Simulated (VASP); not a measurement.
# Si (P-3m1) in VASP: further runs

Runs on Si. Level: r2SCAN. Tasks: single point.

All numbers are computed with VASP 6.6.1; they aren't measurements. Logs are shortened: lines on timing, memory, paths and dates and some standing lists are left out, and cuts for length are marked.

**1. The cell of the first run**

The structure is trigonal, space group P-3m1 (No. 164). Conventional cell: a = 3.840 Å, b = 3.840 Å, c = 9.107 Å, α = 90.00°, β = 90.00°, γ = 120.00°. Si (site symmetry 3m) has 4 Si at 2.35 Å within 3.1 Å. Within 3.1 Å of Si (site symmetry 3m) lie 4 Si at 2.35 Å. Within 2.7 Å of Si (site symmetry 3m) lie 4 Si at 2.05 to 2.35 Å.

**2. Single point, r2SCAN (the distance across one plane changed)**

File POSCAR:

```
Si
1.0
    2.7154700000     -2.7154700000      0.0000000000
    2.7154700000      0.0000000000     -2.7154700000
    5.2577349192      5.2577349192      5.2577349192
Si
6
Direct
    0.6666666667      0.6666666667      0.5594763107
    1.0000000000      0.0000000000      0.2151620079
    0.3333333333      0.3333333333      0.9037906136
    0.6666666667      0.6666666667      0.8177120379
    1.0000000000      1.0000000000      0.4733977350
    0.3333333333      0.3333333333      0.1290834321
```

File INCAR.step1:

```
  PREC = Accurate
  ENCUT = 520
  ISMEAR = 0
  SIGMA = 0.05
  LREAL = F
  LASPH = T
  NELM = 80
  NBANDS = 21
  GGA = PE
  ALGO = Normal
  EDIFF = 1E-4
  LWAVE = T
  LCHARG = F
```

File INCAR.step2:

```
  PREC = Accurate
  ENCUT = 520
  EDIFF = 1E-6
  ISMEAR = 0
  SIGMA = 0.05
  LREAL = F
  LASPH = T
  NELM = 80
  ALGO = Normal
  ISIF = 2
  LWAVE = F
  LCHARG = F
  METAGGA = R2SCAN
  LMIXTAU = T
  NBANDS = 21
  ISTART = 1
```

File KPOINTS:

```
regular mesh
0
Gamma
  8 8 3
```

Potentials or basis: VASP PAW PBE potentials, release 64 (Si).

Started as:

```
$ cat potpaw_PBE.64/Si/POTCAR > POTCAR
$ cp INCAR.step1 INCAR
$ mpirun -np 1 vasp_std > vasp.out
$ cp INCAR.step2 INCAR
$ mpirun -np 1 vasp_std > vasp.out
```

OUTCAR:

```text
PREC = Accurate
   ENCUT = 520
   EDIFF = 1E-6
   ISMEAR = 0
   LREAL = F
   LASPH = T
   NELM = 80
   ISIF = 2
   METAGGA = R2SCAN
   ISTART = 1

 ion  position               nearest neighbor table
   1  0.667  0.667  0.559-   5 2.35   5 2.35   5 2.35   4 2.35
   2  0.000  0.000  0.215-   5 2.35   6 2.35   6 2.35   6 2.35
   3  0.333  0.333  0.904-   6 2.05   4 2.35   4 2.35   4 2.35
   4  0.667  0.667  0.818-   3 2.35   3 2.35   3 2.35   1 2.35
   5  0.000  0.000  0.473-   2 2.35   1 2.35   1 2.35   1 2.35
   6  0.333  0.333  0.129-   3 2.05   2 2.35   2 2.35   2 2.35

  LATTYP: Found a hexagonal cell.
 ALAT       =     3.8402545022
 C/A-ratio  =     2.3713699203

  Lattice vectors:

 A1 = (  -2.7154700000,   0.0000000000,   2.7154700000)
 A2 = (   2.7154700000,  -2.7154700000,   0.0000000000)
 A3 = (   5.2577349192,   5.2577349192,   5.2577349192)

Analysis of symmetry for initial positions (statically):
=====================================================================
 Subroutine PRICEL returns:
 Original cell was already a primitive cell.

 Routine SETGRP: Setting up the symmetry group for a
 hexagonal supercell.

 Subroutine GETGRP returns: Found 12 space group operations
 (whereof  6 operations were pure point group operations)
 out of a pool of 24 trial point group operations.

The static configuration has the point symmetry C_3v.
 The point group associated with its full space group is D_3d.

Analysis of symmetry for dynamics (positions and initial velocities):
=====================================================================
 Subroutine PRICEL returns:
 Original cell was already a primitive cell.

 Routine SETGRP: Setting up the symmetry group for a
 hexagonal supercell.

 Subroutine GETGRP returns: Found 12 space group operations
 (whereof  6 operations were pure point group operations)
 out of a pool of 24 trial point group operations.

The dynamic configuration has the point symmetry C_3v.
 The point group associated with its full space group is D_3d.

 Subroutine INISYM returns: Found 12 space group operations
 (whereof  6 operations are pure point group operations),
 and found     1 'primitive' translations

----------------------------------------------------------------------------------------

                                     Primitive cell

  volume of cell :     116.3081

  direct lattice vectors                    reciprocal lattice vectors
     2.715470000 -2.715470000  0.000000000     0.122753458 -0.245506917  0.122753458
     2.715470000  0.000000000 -2.715470000     0.122753458  0.122753458 -0.245506917
     5.257734919  5.257734919  5.257734919     0.063398657  0.063398657  0.063398657

  length of vectors
     3.840254502  3.840254502  9.106664013     0.300683337  0.300683337  0.109809695

  position of ions in fractional coordinates (direct lattice)
     0.666666667  0.666666667  0.559476311
     0.000000000  0.000000000  0.215162008
     0.333333333  0.333333333  0.903790614
     0.666666667  0.666666667  0.817712038
     0.000000000  0.000000000  0.473397735
     0.333333333  0.333333333  0.129083432

  ion indices of the primitive-cell ions
   primitive index   ion index
                 1           1
                 2           2
                 3           3
                 4           4
                 5           5
                 6           6

----------------------------------------------------------------------------------------

 KPOINTS: regular mesh

Automatic generation of k-mesh.
 Grid dimensions read from file:
 generate k-points for:    8    8    3

 Generating k-lattice:

  Cartesian coordinates                     Fractional coordinates (reciprocal lattice)
     0.015344182 -0.030688365  0.015344182     0.125000000  0.000000000  0.000000000
     0.015344182  0.015344182 -0.030688365     0.000000000  0.125000000  0.000000000
     0.021132886  0.021132886  0.021132886     0.000000000  0.000000000  0.333333333

  Length of vectors
     0.037585417  0.037585417  0.036603232

  Shift w.r.t. Gamma in fractional coordinates (k-lattice)
     0.000000000  0.000000000  0.000000000

 Subroutine IBZKPT returns following result:
 ===========================================

 Found     25 irreducible k-points:

 Following reciprocal coordinates:
            Coordinates               Weight
  0.000000  0.000000  0.000000      1.000000
  0.125000  0.000000  0.000000      6.000000
  0.250000  0.000000  0.000000      6.000000
  0.375000  0.000000  0.000000      6.000000
  0.500000  0.000000  0.000000      3.000000
  0.250000  0.125000  0.000000      6.000000
[... 16 lines left out ...]
  0.375000  0.500000  0.333333     12.000000
  0.500000  0.250000  0.333333     12.000000
   k-points           NKPTS =     25   k-points in BZ     NKDIM =     25   number of bands    NBANDS=     21
   number of dos      NEDOS =    301   number of ions     NIONS =      6
   total plane-waves  NPLWV =  63000
   dimension x,y,z NGX =    30 NGY =   30 NGZ =   70
   dimension x,y,z NGXF=    60 NGYF=   60 NGZF=  140
   ions per type =               6
   NGX,Y,Z   is equivalent  to a cutoff of  12.99, 12.99, 12.78 a.u.
   NGXF,Y,Z  is equivalent  to a cutoff of  25.97, 25.97, 25.56 a.u.
 SYSTEM =  unknown system
   PREC   = accura    normal or accurate (medium, high low for compatibility)
   ISTART =      1    job   : 0-new  1-cont  2-samecut
   ICHARG =      0    charge: 1-file 2-atom 10-const
   ISPIN  =      1    spin polarized calculation?
   LNONCOLLINEAR =      F non collinear calculations
   LSORBIT =      F    spin-orbit coupling
   LASPH  =      T    aspherical Exc in radial PAW
   ENCUT  =  520.0 eV  38.22 Ry    6.18 a.u.   7.14  7.14 16.93*2*pi/ulx,y,z
   NELM   =     80;   NELMIN=  2; NELMDL=  0     # of ELM steps
   EDIFF  = 0.1E-05   stopping-criterion for ELM
   LREAL  =      F    real-space projection
   EDIFFG = 0.1E-04   stopping-criterion for IOM
   NSW    =      0    number of steps for IOM
   IBRION =     -1    ionic relax: 0-MD 1-quasi-New 2-CG
   NFREE  =      0    steps in history (QN), initial steepest desc. (CG)
   ISIF   =      2    stress and relaxation
   ISYM   =      2    0-nonsym 1-usesym 2-fastsym
   POTIM  = 0.5000    time-step for ionic-motion
   TEBEG  =    0.0;   TEEND  =   0.0 temperature during run
   PSTRESS=    0.0 pullay stress
   NELECT =      24.0000    total number of electrons
   NUPDOWN=      -1.0000    fix difference up-down
   EMIN   =  10.00;   EMAX   =-10.00  energy-range for DOS
   EFERMI =   0.00;   METHOD = LEGACY
   ISMEAR =     0;   SIGMA  =   0.05  broadening in eV -4-tet -1-fermi 0-gaus
   EFERMI_NEDOS =   21; number of points for ismear=-14 and -15
   IALGO  =     38    algorithm
   IMIX   =      4    mixing-type and parameters
     AMIX     =   0.40;   BMIX     =  1.00
     AMIX_MAG =   1.60;   BMIX_MAG =  1.00
  volume/ion in A,a.u.               =      19.38       130.81
  Fermi-wavevector in a.u.,A,eV,Ry     =   0.967406  1.828131 12.733333  0.935874
  Thomas-Fermi vector in A             =   2.097289
   LORBIT       =      0    0 simple, 1 ext, 2 COOP (PROOUT), +10 PAW based schemes
   METAGGA = R2SCAN    functional components
   LHFCALC =     F    Hartree Fock is set to
   AEXX    =    0.0000 exact exchange contribution
   IVDW    =     0    specifies the selected vdW correction
   LEPSILON=     F    determine dielectric tensor
   LRPA    =     F    only Hartree local field effects (RPA)
 non-spin polarized calculation
 Gauss-broadening in eV      SIGMA  =   0.05
  energy-cutoff  :      520.00
  volume of cell :      116.31
 maximum number of plane-waves:      3156
 NGX is ok and might be reduce to    30
   NGX = 15   NGY = 15   NGZ = 33

 number of electron      24.0000002 magnetization

 Free energy of the ion-electron system (eV)
  ---------------------------------------------------
  ext. energy  EPLUGINS =         0.00000000
  ---------------------------------------------------
  free energy    TOTEN  =       -52.02274378 eV

  energy without entropy =      -52.02274378  energy(sigma->0) =      -52.02274378

 E-fermi :   6.3672     XC(G=0):  -9.9784

 val. band max:        6.1067488360   @ k =   0.0000   0.0000   0.0000
 cond. band min:       6.7961785293   @ k =   0.5000   0.0000   0.0000
 fundamental gap:      0.6894296933
 Fermi energy:         6.3671950475

 k-point     1 :       0.0000    0.0000    0.0000
  band No.  band energies     occupation
      1      -6.8041      2.00000
      2      -5.2567      2.00000
      3      -4.8880      2.00000
      4       0.1742      2.00000
      5       0.7175      2.00000
      6       4.6086      2.00000
[... 13 lines left out ...]
     20       9.8529      0.00000
     21       9.8529      0.00000

 k-point     2 :       0.1250    0.0000    0.0000
  band No.  band energies     occupation
      1      -6.6156      2.00000
      2      -5.0731      2.00000
      3      -4.7029      2.00000
      4       0.2034      2.00000
      5       0.7695      2.00000
      6       3.3214      2.00000
[... 13 lines left out ...]
     20      10.1789      0.00000
     21      10.8522      0.00000

 k-point     3 :       0.2500    0.0000    0.0000
  band No.  band energies     occupation
      1      -6.0624      2.00000
      2      -4.5466      2.00000
      3      -4.1667      2.00000
      4      -0.0717      2.00000
      5       0.5161      2.00000
      6       2.0056      2.00000
[... 13 lines left out ...]
     20      11.5834      0.00000
     21      12.0202      0.00000
[... 457 lines left out ...]
 k-point    23 :       0.3750    0.5000    0.3333
  band No.  band energies     occupation
      1      -4.5241      2.00000
      2      -3.9044      2.00000
      3      -2.4165      2.00000
      4      -1.7769      2.00000
      5      -1.1021      2.00000
      6       0.1434      2.00000
[... 13 lines left out ...]
     20      11.4418      0.00000
     21      13.7041      0.00000

 k-point    24 :       0.5000    0.2500    0.3333
  band No.  band energies     occupation
      1      -4.6296      2.00000
      2      -3.8638      2.00000
      3      -2.4579      2.00000
      4      -1.6298      2.00000
      5      -0.5599      2.00000
      6       0.0036      2.00000
[... 13 lines left out ...]
     20      11.5525      0.00000
     21      12.0089      0.00000

 [... further k-points ...]

------------------------ aborting loop because EDIFF is reached ----------------------------------------

  FORCE on cell =-STRESS in cart. coord.  units (eV):
  Direction    XX          YY          ZZ          XY          YZ          ZX
  --------------------------------------------------------------------------------------
  -------------------------------------------------------------------------------------
  Total        4.0878517      4.0878517      4.0878517      3.4891187      3.4891187      3.4891187
  in kB       56.3113265     56.3113265     56.3113265     48.0636085     48.0636085     48.0636085
  external PRESSURE =      56.3113265 kB  Pullay stress =       0.0000000 kB

 VOLUME and BASIS-vectors are now :
 -----------------------------------------------------------------------------
  energy-cutoff  :      520.00
  volume of cell :      116.31
      direct lattice vectors                 reciprocal lattice vectors
     2.715470000 -2.715470000  0.000000000     0.122753458 -0.245506917  0.122753458
     2.715470000  0.000000000 -2.715470000     0.122753458  0.122753458 -0.245506917
     5.257734919  5.257734919  5.257734919     0.063398657  0.063398657  0.063398657

 POSITION                                       TOTAL-FORCE (eV/Angst)
 -----------------------------------------------------------------------------------
      6.56220      1.13126      1.13126        -0.000003     -0.000003     -0.000003
      1.13126      1.13126      1.13126         0.194754      0.194754      0.194754
      6.56220      3.84673      3.84673        -2.675604     -2.675604     -2.675604
      7.91994      2.48900      2.48900        -0.194754     -0.194754     -0.194754
      2.48900      2.48900      2.48900         0.000003      0.000003      0.000003
      2.48900     -0.22647     -0.22647         2.675604      2.675604      2.675604
 -----------------------------------------------------------------------------------
    total drift:                               -0.000601     -0.000601     -0.000601

  FREE ENERGIE OF THE ION-ELECTRON SYSTEM (eV)
  ---------------------------------------------------
  free  energy   TOTEN  =       -52.0227437756 eV

  energy  without entropy=      -52.0227437756  energy(sigma->0) =      -52.02274378
```

Wall time 6.9 min (1 thread of Intel Xeon 8259CL, shared host); peak memory 0.22 GiB.

What came out:

```yaml
Free_energy: -52.0227 eV
Pressure: 5.6 GPa
Largest_force: 4.634 eV/Å
Band_gap_on_the_k_mesh: 0.69 eV (least direct gap 1.77 eV)
```

Forces on the atoms (eV/Å):
```
Si   0.000  0.000  0.000
Si   0.195  0.195  0.195
Si  -2.676 -2.676 -2.676
Si  -0.195 -0.195 -0.195
Si   0.000  0.000  0.000
Si   2.676  2.676  2.676
```

Caveat: the cell differs from its parent crystal (the distance across one plane changed); the cell stands under pressure; the PAW data sets were made with another functional, which shifts forces and pressure a little.

**3. Single point, r2SCAN (the distance across one plane changed)**

File POSCAR:

```
Si
1.0
    2.7154700000     -2.7154700000      0.0000000000
    2.7154700000      0.0000000000     -2.7154700000
    5.5752775673      5.5752775673      5.5752775673
Si
6
Direct
    0.6666666667      0.6666666667      0.5276110651
    1.0000000000      0.0000000000      0.2029073510
    0.3333333333      0.3333333333      0.8523147792
    0.6666666667      0.6666666667      0.7711388507
    1.0000000000      1.0000000000      0.4464351365
    0.3333333333      0.3333333333      0.1217314224
```

File INCAR.step1:

```
SYSTEM = Si
ALGO = Normal
EDIFF = 1E-4
ENCUT = 520
GGA = PE
ISMEAR = 0
LASPH = .True.
LCHARG = .False.
LREAL = .False.
LWAVE = .True.
NBANDS = 21
NELM = 80
PREC = Accurate
SIGMA = 0.05
```

File INCAR.step2:

```
SYSTEM = Si
ALGO = Normal
EDIFF = 1E-6
ENCUT = 520
ISIF = 2
ISMEAR = 0
ISTART = 1
LASPH = .True.
LCHARG = .False.
LMIXTAU = .True.
LREAL = .False.
LWAVE = .False.
METAGGA = R2SCAN
NBANDS = 21
NELM = 80
PREC = Accurate
SIGMA = 0.05
```

File KPOINTS:

```
k-points
0
Gamma
  8 8 3
  0 0 0
```

Potentials or basis: VASP PAW PBE potentials, release 64 (Si).

Started as:

```
$ cat potpaw_PBE.64/Si/POTCAR > POTCAR
$ cp INCAR.step1 INCAR
$ mpirun -np 1 vasp_std > vasp.out
$ cp INCAR.step2 INCAR
$ mpirun -np 1 vasp_std > vasp.out
```

It took 6.4 min on 1 thread of Intel Xeon 8259CL, shared host; peak memory 0.23 GiB.

Results (log left out):

```
Free energy            : -52.4495 eV
Pressure               : -1.3 GPa
Largest force          : 1.201 eV/Å
Band gap on the k mesh : 0.81 eV
```

Forces on the atoms (eV/Å):
```
Si  -0.009 -0.009 -0.009
Si  -0.118 -0.118 -0.118
Si   0.694  0.694  0.694
Si   0.118  0.118  0.118
Si   0.009  0.009  0.009
Si  -0.694 -0.694 -0.694
```

Stress tensor (GPa, compression positive):
```
-1.33 -1.64 -1.64
-1.64 -1.33 -1.64
-1.64 -1.64 -1.33
```

Levels at points of the mesh, in eV from the valence-band top:
| k point | band 9 | band 10 | band 11 | band 12 | band 13 | band 14 | band 15 | band 16 |
| --- | --- | --- | --- | --- | --- | --- | --- | --- |
| (0.00, 0.00, 0.00) | -0.94 | -0.10 | -0.10 | 0.00 | 2.02 | 2.28 | 2.29 | 2.84 |
| (0.50, 0.00, 0.00) | -2.92 | -2.64 | -2.02 | -1.83 | 0.83 | 0.96 | 2.15 | 2.29 |

Caveat: the cell differs from its parent crystal (the distance across one plane changed); the PAW data sets were made with another functional, which shifts forces and pressure a little. A k mesh can miss the band edges.
